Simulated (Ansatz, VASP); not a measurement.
SiGe5 in VASP and in Ansatz

```
Si Ge
1.0
     3.98435    0.00000    0.00000
    -1.99218    3.45055    0.00000
     0.00000    0.00000    9.72984
Si Ge
1 5
Direct
  0.00000 0.00000 0.99991
  0.66667 0.33333 0.66810
  0.33333 0.66667 0.33155
  0.66667 0.33333 0.92078
  0.33333 0.66667 0.58333
  0.00000 0.00000 0.24633
```

Alike in both runs: task single point; functional PBE; k mesh 12 × 12 × 4; occupations fermi-dirac, width 0.02 eV; no spin polarisation.

|  | VASP | Ansatz |
| --- | --- | --- |
| version | VASP 6.6.1 | Ansatz 0.2.0 |
| potentials or method | VASP PAW PBE potentials, release 64 (Si, Ge_d) | plane waves, PAW |
| plane-wave cutoff (eV) | 520 | 420 |
| valence electrons in the cell | 74 | 74 |

|  | VASP | Ansatz | Ansatz less VASP |
| --- | --- | --- | --- |
| pressure (GPa) | 2.7 | 2.8 | +0.07 |
| traceless stress, the component that is largest in VASP (GPa) | 0.25 | 0.25 | -0.003 |
| rms of the force components (eV/Å) | 0.019 | 0.018 | -0.0010 |

Atom by atom the forces differ by 0.001 eV/Å (rms over components). With one functional, cell and mesh, what is left measures potentials, basis and numerics.
